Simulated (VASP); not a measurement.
# ZrB2 (P6/mmm) in VASP: notebook

ZrB2 is run at these levels: LDA; tasks: single point.

Everything below comes from runs of VASP 6.6.1. Logs are shortened: lines on timing, memory, paths and dates and some standing lists are left out, and cuts for length are marked.

### 1 The cell of the first run

The structure is hexagonal, space group P6/mmm (No. 191). Conventional cell: a = 3.039 Å, b = 3.039 Å, c = 3.431 Å, α = 90.00°, β = 90.00°, γ = 120.00°. Within 3.2 Å of Zr (site symmetry 6/mmm) lie 12 B at 2.45 Å and 6 Zr at 3.04 Å. Within 2.3 Å of B (site symmetry -6m2) lie 3 B at 1.75 Å.

### 2 Single point, LDA

The input, INCAR:

```
PREC = Accurate
ENCUT = 520
EDIFF = 1E-6
ISMEAR = 0
SIGMA = 0.15
LREAL = F
LASPH = T
NELM = 80
ALGO = Normal
ISIF = 2
LWAVE = F
LCHARG = F
GGA = CA
NBANDS = 16
```

The input, KPOINTS:

```
regular mesh
0
Gamma
  15 15 12
```

The input, POSCAR:

```
ZrB2
1.0
    3.0386000000      0.0000000000      0.0000000000
   -1.5193000000      2.6315047919      0.0000000000
    0.0000000000      0.0000000000      3.4308000000
Zr B
1 2
Direct
    0.0000000000      0.0000000000      0.0000000000
    0.3333333333      0.6666666667      0.5000000000
    0.6666666667      0.3333333333      0.5000000000
```

Potentials or basis: VASP PAW LDA potentials, release 64 (Zr_sv, B).

Run with:

```
$ cat potpaw_LDA.64/Zr_sv/POTCAR potpaw_LDA.64/B/POTCAR > POTCAR
$ mpirun -np 1 vasp_std > vasp.out
```

OUTCAR:

```text
PREC = Accurate
   ENCUT = 520
   EDIFF = 1E-6
   ISMEAR = 0
   LREAL = F
   LASPH = T
   NELM = 80
   ISIF = 2
   GGA = CA

 ion  position               nearest neighbor table
   1  0.000  0.000  0.000-   2 2.45   3 2.45   2 2.45   3 2.45   2 2.45   2 2.45   3 2.45   3 2.45
                             3 2.45   3 2.45   2 2.45   2 2.45
   2  0.333  0.667  0.500-   3 1.75   3 1.75   3 1.75   1 2.45   1 2.45   1 2.45   1 2.45   1 2.45
                             1 2.45
   3  0.667  0.333  0.500-   2 1.75   2 1.75   2 1.75   1 2.45   1 2.45   1 2.45   1 2.45   1 2.45
                             1 2.45

  LATTYP: Found a hexagonal cell.
 ALAT       =     3.0386000000
 C/A-ratio  =     1.1290725992

  Lattice vectors:

 A1 = (   3.0386000000,   0.0000000000,   0.0000000000)
 A2 = (  -1.5193000000,   2.6315047919,   0.0000000000)
 A3 = (   0.0000000000,   0.0000000000,   3.4308000000)

Analysis of symmetry for initial positions (statically):
=====================================================================
 Subroutine PRICEL returns:
 Original cell was already a primitive cell.

 Routine SETGRP: Setting up the symmetry group for a
 hexagonal supercell.

 Subroutine GETGRP returns: Found 24 space group operations
 (whereof 24 operations were pure point group operations)
 out of a pool of 24 trial point group operations.

The static configuration has the point symmetry D_6h.

Analysis of symmetry for dynamics (positions and initial velocities):
=====================================================================
 Subroutine PRICEL returns:
 Original cell was already a primitive cell.

 Routine SETGRP: Setting up the symmetry group for a
 hexagonal supercell.

 Subroutine GETGRP returns: Found 24 space group operations
 (whereof 24 operations were pure point group operations)
 out of a pool of 24 trial point group operations.

The dynamic configuration has the point symmetry D_6h.

 Subroutine INISYM returns: Found 24 space group operations
 (whereof 24 operations are pure point group operations),
 and found     1 'primitive' translations

----------------------------------------------------------------------------------------

                                     Primitive cell

  volume of cell :      27.4330

  direct lattice vectors                    reciprocal lattice vectors
     3.038600000  0.000000000  0.000000000     0.329098927  0.190005354  0.000000000
    -1.519300000  2.631504792  0.000000000     0.000000000  0.380010708  0.000000000
[... 89 lines left out ...]
   EDIFFG = 0.1E-04   stopping-criterion for IOM
   NSW    =      0    number of steps for IOM
   IBRION =     -1    ionic relax: 0-MD 1-quasi-New 2-CG
   NFREE  =      0    steps in history (QN), initial steepest desc. (CG)
   ISIF   =      2    stress and relaxation
   ISYM   =      2    0-nonsym 1-usesym 2-fastsym
   POTIM  = 0.5000    time-step for ionic-motion
   TEBEG  =    0.0;   TEEND  =   0.0 temperature during run
   PSTRESS=    0.0 pullay stress
   NELECT =      18.0000    total number of electrons
   NUPDOWN=      -1.0000    fix difference up-down
   EMIN   =  10.00;   EMAX   =-10.00  energy-range for DOS
   EFERMI =   0.00;   METHOD = LEGACY
   ISMEAR =     0;   SIGMA  =   0.15  broadening in eV -4-tet -1-fermi 0-gaus
   EFERMI_NEDOS =   21; number of points for ismear=-14 and -15
   IALGO  =     38    algorithm
   IMIX   =      4    mixing-type and parameters
     AMIX     =   0.40;   BMIX     =  1.00
     AMIX_MAG =   1.60;   BMIX_MAG =  1.00
  volume/ion in A,a.u.               =       9.14        61.71
  Fermi-wavevector in a.u.,A,eV,Ry     =   1.422573  2.688274 27.534309  2.023715
  Thomas-Fermi vector in A             =   2.543263
   LORBIT       =      0    0 simple, 1 ext, 2 COOP (PROOUT), +10 PAW based schemes
   GGA     = CA    functional components
   LHFCALC =     F    Hartree Fock is set to
   AEXX    =    0.0000 exact exchange contribution
   IVDW    =     0    specifies the selected vdW correction
   LEPSILON=     F    determine dielectric tensor
   LRPA    =     F    only Hartree local field effects (RPA)
 non-spin polarized calculation
 Gauss-broadening in eV      SIGMA  =   0.15
  energy-cutoff  :      520.00
  volume of cell :       27.43
 maximum number of plane-waves:       757
 NGX is ok and might be reduce to    24
   NGX = 11   NGY = 11   NGZ = 13

 number of electron      18.0000000 magnetization

 Free energy of the ion-electron system (eV)
  ---------------------------------------------------
  ext. energy  EPLUGINS =         0.00000000
  ---------------------------------------------------
  free energy    TOTEN  =       -27.31356248 eV

  energy without entropy =      -27.31135049  energy(sigma->0) =      -27.31245648

 E-fermi :  11.7466     XC(G=0): -13.1228

 val. band max:       11.7343061116   @ k =   0.4000   0.1333   0.0000
 cond. band min:      11.7474205580   @ k =   0.1333   0.1333   0.2500
 fundamental gap:      0.0131144464
 Fermi energy:        11.7465655745

 k-point     1 :       0.0000    0.0000    0.0000
  band No.  band energies     occupation
      1     -36.2389      2.00000
      2     -14.6663      2.00000
      3     -13.8546      2.00000
      4     -13.8546      2.00000
      5      -1.2933      2.00000
      6       8.8966      2.00000
[... 433 lines left out ...]
      3     -14.5047      2.00000
      4     -14.3626      2.00000
      5       3.1590      2.00000
      6       3.6889      2.00000
[... 8 lines left out ...]
     15      22.6874      0.00000
     16      22.7967      0.00000

 [... further k-points ...]

------------------------ aborting loop because EDIFF is reached ----------------------------------------

  FORCE on cell =-STRESS in cart. coord.  units (eV):
  Direction    XX          YY          ZZ          XY          YZ          ZX
  --------------------------------------------------------------------------------------
  -------------------------------------------------------------------------------------
  Total        4.5783358      4.5783358      3.4085226      0.0000000     -0.0000000      0.0000000
  in kB      267.3899779    267.3899779    199.0690134      0.0000000     -0.0000000      0.0000000
  external PRESSURE =     244.6163231 kB  Pullay stress =       0.0000000 kB

 VOLUME and BASIS-vectors are now :
 -----------------------------------------------------------------------------
  energy-cutoff  :      520.00
  volume of cell :       27.43
      direct lattice vectors                 reciprocal lattice vectors
     3.038600000  0.000000000  0.000000000     0.329098927  0.190005354  0.000000000
    -1.519300000  2.631504792  0.000000000     0.000000000  0.380010708  0.000000000
     0.000000000  0.000000000  3.430800000     0.000000000  0.000000000  0.291477206

 POSITION                                       TOTAL-FORCE (eV/Angst)
 -----------------------------------------------------------------------------------
      0.00000      0.00000      0.00000         0.000000      0.000000      0.000000
     -0.00000      1.75434      1.71540        -0.000000      0.000000     -0.000000
      1.51930      0.87717      1.71540         0.000000     -0.000000      0.000000
 -----------------------------------------------------------------------------------
    total drift:                               -0.000000      0.000000     -0.000000

  FREE ENERGIE OF THE ION-ELECTRON SYSTEM (eV)
  ---------------------------------------------------
  free  energy   TOTEN  =       -27.3135624758 eV

  energy  without entropy=      -27.3113504939  energy(sigma->0) =      -27.31245648
```

stdout:

```text
POSCAR found type information on POSCAR ZrB
 POSCAR found :  2 types and       3 ions
 scaLAPACK will be used
 LDA part: xc-table for (Slater(with rela. corr.)+CA(PZ))
 , standard interpolation
 POSCAR, INCAR and KPOINTS ok, starting setup
 FFT: planning ... GRIDC
 FFT: planning ... GRID_SOFT
 FFT: planning ... GRID
 WAVECAR not read
 entering main loop
```

Run time: 87 s. Hardware: 1 thread of Intel Xeon 8259CL, shared host; peak memory 0.2 GiB.

What came out:

| Property | Result |
| --- | --- |
| Free energy | -27.3136 eV |
| Pressure | 24.5 GPa |
| Band gap on the k mesh | zero (bands 9 and 10 overlap by 1.13 eV) |

Levels at points of the mesh, in eV from the Fermi level:
```tsv
k point	band 6	band 7	band 8	band 9	band 10	band 11	band 12	band 13
(0.00, 0.00, 0.00)	-2.85	-2.72	-2.72	-2.27	3.97	3.97	4.66	4.66
(0.00, 0.00, 0.50)	-7.16	-0.90	-0.90	0.53	0.53	0.90	0.90	1.87
```

Caveat: the cell stands under pressure.

### 3 Single point, LDA

This run uses another cell than the first one, of 9.20 Å³/atom.

The input, INCAR:

```
SYSTEM = ZrB2
PREC     = Accurate       ! precision mode
ENCUT    = 520            ! plane-wave cutoff, eV
EDIFF    = 1E-7           ! SCF threshold, eV
ISMEAR   = 0              ! smearing method
SIGMA    = 0.15           ! smearing width, eV
LREAL    = .False.        ! projectors in reciprocal space
LASPH    = .True.         ! aspherical terms in the spheres
NELM     = 100            ! most SCF steps
ALGO     = Normal         ! electronic algorithm
ISIF     = 2              ! what is computed and relaxed
LWAVE    = .False.        ! write WAVECAR
LCHARG   = .False.        ! write CHGCAR
GGA      = CA             ! functional
NBANDS   = 16             ! bands
```

The input, KPOINTS:

```
regular mesh
0
Gamma
  15 15 12
  0 0 0
```

The input, POSCAR:

```
ZrB2
1.0
    3.1012000000      0.0000000000      0.0000000000
   -1.5506000000      2.6857179822      0.0000000000
    0.0000000000      0.0000000000      3.3145000000
Zr B
1 2
Direct
    0.0000000000      0.0000000000      0.0000000000
    0.3333333333      0.6666666667      0.5000000000
    0.6666666667      0.3333333333      0.5000000000
```

Potentials or basis: VASP PAW LDA potentials, release 64 (Zr_sv, B).

Run with:

```
$ cat potpaw_LDA.64/Zr_sv/POTCAR potpaw_LDA.64/B/POTCAR > POTCAR
$ mpirun -np 1 vasp_std > vasp.out
```

It took 1.7 min on 1 thread of Intel Xeon 8259CL, shared host; peak memory 0.19 GiB.

Results (log left out):

```yaml
Free_energy: -27.3120 eV
Pressure: 21.9 GPa
Band_gap_on_the_k_mesh: zero (bands 9 and 10 overlap by 0.79 eV)
```

Stress tensor (GPa, compression positive):
```
16.87  0.00  0.00
 0.00 16.87  0.00
 0.00  0.00 31.86
```

Levels at points of the mesh, in eV from the Fermi level:
```csv
k point,band 7,band 8,band 9,band 10,band 11,band 12
"(0.00, 0.00, 0.00)",-3.16,-2.76,-1.86,3.87,3.87,5.09
"(0.00, 0.00, 0.50)",-1.19,-1.19,-0.07,-0.07,0.83,0.83
```

Caveat: the cell stands under pressure.

### 4 Single point, LDA

This run uses another cell than the first one, of 9.18 Å³/atom.

The input, INCAR:

```
PREC = Accurate ; ENCUT = 520
EDIFF = 1E-6 ; ISMEAR = 0
SIGMA = 0.15 ; LREAL = F
LASPH = T ; NELM = 80
ALGO = Normal ; ISIF = 2
LWAVE = F ; LCHARG = F
NBANDS = 16
```

The input, KPOINTS:

```
regular mesh
0
Gamma
  15 15 12
```

The input, POSCAR:

```
ZrB2
1.0
    3.0699000000      0.0000000000      0.0000000000
   -1.5349500000      2.6586113871      0.0000000000
    0.0000000000      0.0000000000      3.3726000000
Zr B
1 2
Direct
    0.0000000000      0.0000000000      0.0000000000
    0.3333333333      0.6666666667      0.5000000000
    0.6666666667      0.3333333333      0.5000000000
```

Potentials or basis: VASP PAW LDA potentials, release 64 (Zr_sv, B).

Run with:

```
$ cat potpaw_LDA.64/Zr_sv/POTCAR potpaw_LDA.64/B/POTCAR > POTCAR
$ mpirun -np 1 vasp_std > vasp.out
```

OUTCAR:

```text
PREC = Accurate
   ENCUT = 520
   EDIFF = 1E-6
   ISMEAR = 0
   LREAL = F
   LASPH = T
   NELM = 80
   ISIF = 2

 ion  position               nearest neighbor table
   1  0.000  0.000  0.000-   2 2.45   3 2.45   2 2.45   3 2.45   3 2.45   3 2.45   2 2.45   2 2.45
                             3 2.45   3 2.45   2 2.45   2 2.45
   2  0.333  0.667  0.500-   3 1.77   3 1.77   3 1.77   1 2.45   1 2.45   1 2.45   1 2.45   1 2.45
                             1 2.45
   3  0.667  0.333  0.500-   2 1.77   2 1.77   2 1.77   1 2.45   1 2.45   1 2.45   1 2.45   1 2.45
                             1 2.45
[... 656 lines left out ...]
  Direction    XX          YY          ZZ          XY          YZ          ZX
  --------------------------------------------------------------------------------------
  -------------------------------------------------------------------------------------
  Total        3.7103871      3.7103871      4.4394218      0.0000000     -0.0000000      0.0000000
  in kB      215.9662460    215.9662460    258.4003339      0.0000000     -0.0000000      0.0000000
  external PRESSURE =     230.1109420 kB  Pullay stress =       0.0000000 kB

 VOLUME and BASIS-vectors are now :
 -----------------------------------------------------------------------------
  energy-cutoff  :      520.00
  volume of cell :       27.53
      direct lattice vectors                 reciprocal lattice vectors
     3.069900000  0.000000000  0.000000000     0.325743510  0.188068103  0.000000000
    -1.534950000  2.658611387  0.000000000     0.000000000  0.376136206  0.000000000
     0.000000000  0.000000000  3.372600000     0.000000000  0.000000000  0.296507146

 POSITION                                       TOTAL-FORCE (eV/Angst)
 -----------------------------------------------------------------------------------
      0.00000      0.00000      0.00000        -0.000000      0.000000      0.000000
     -0.00000      1.77241      1.68630         0.000000      0.000000      0.000000
      1.53495      0.88620      1.68630        -0.000000      0.000000      0.000000
 -----------------------------------------------------------------------------------
    total drift:                               -0.000000      0.000000      0.000000

  FREE ENERGIE OF THE ION-ELECTRON SYSTEM (eV)
  ---------------------------------------------------
  free  energy   TOTEN  =       -27.3312906753 eV

  energy  without entropy=      -27.3289177714  energy(sigma->0) =      -27.33010422
```

OSZICAR:

```text
N       E                     dE             d eps       ncg     rms          rms(c)
DAV:   1     0.103097973603E+03    0.10310E+03   -0.97759E+03  6048   0.113E+03
DAV:   2    -0.261670290081E+02   -0.12927E+03   -0.12413E+03  7808   0.299E+02
DAV:   3    -0.301979724639E+02   -0.40309E+01   -0.40153E+01  9080   0.454E+01
DAV:   4    -0.302554607526E+02   -0.57488E-01   -0.57481E-01  7456   0.498E+00
DAV:   5    -0.302565332378E+02   -0.10725E-02   -0.10725E-02  9160   0.461E-01    0.276E+01
DAV:   6    -0.274000773946E+02    0.28565E+01   -0.59319E+00  8000   0.174E+01    0.114E+01
DAV:   7    -0.273333742975E+02    0.66703E-01   -0.68781E-01  8344   0.535E+00    0.414E+00
DAV:   8    -0.273366201877E+02   -0.32459E-02   -0.13111E-01  7224   0.306E+00    0.360E-01
DAV:   9    -0.273315380578E+02    0.50821E-02   -0.20634E-02  7312   0.120E+00    0.174E-01
DAV:  10    -0.273312941187E+02    0.24394E-03   -0.14022E-03  6968   0.356E-01    0.488E-02
DAV:  11    -0.273312920583E+02    0.20604E-05   -0.44603E-05  7960   0.655E-02    0.166E-02
DAV:  12    -0.273312909777E+02    0.10806E-05   -0.52595E-06  7424   0.209E-02    0.565E-03
DAV:  13    -0.273312906753E+02    0.30241E-06   -0.54741E-07  4056   0.754E-03
   1 F= -.27331291E+02 E0= -.27330104E+02  d E =-.237290E-02
```

stdout:

```text
POSCAR found type information on POSCAR ZrB
 POSCAR found :  2 types and       3 ions
 scaLAPACK will be used
 LDA part: xc-table for (Slater(with rela. corr.)+CA(PZ))
 , standard interpolation
 POSCAR, INCAR and KPOINTS ok, starting setup
 FFT: planning ... GRIDC
 FFT: planning ... GRID_SOFT
 FFT: planning ... GRID
 WAVECAR not read
 entering main loop
```

Wall time 86 s (1 thread of Intel Xeon 8259CL, shared host); peak memory 0.2 GiB.

What came out:

```
Free energy            : -27.3313 eV
Pressure               : 23.0 GPa
Band gap on the k mesh : zero (bands 9 and 10 overlap by 1.01 eV)
```

Caveat: the cell stands under pressure.

### 5 Overview

| cell | gap on the mesh (eV) | pressure (GPa) |
| --- | --- | --- |
| a = 3.039, b = 3.039, c = 3.431 Å, angles 90.0, 90.0, 120.0°, 3 atoms | none | 24.5 |
| a = 3.101, b = 3.101, c = 3.314 Å, angles 90.0, 90.0, 120.0°, 3 atoms | none | 21.9 |
| a = 3.070, b = 3.070, c = 3.373 Å, angles 90.0, 90.0, 120.0°, 3 atoms | none | 23.0 |

Alike in all rows: task single point; level LDA; potentials or basis VASP PAW LDA potentials, release 64 (Zr_sv, B); no spin polarisation; k mesh 15 × 15 × 12; cutoff (eV) 520; smearing gaussian 0.15 eV.

Caveats: the cell stands under pressure.

Total energies depend on the potentials used, so only differences within one code and one set of settings carry meaning.
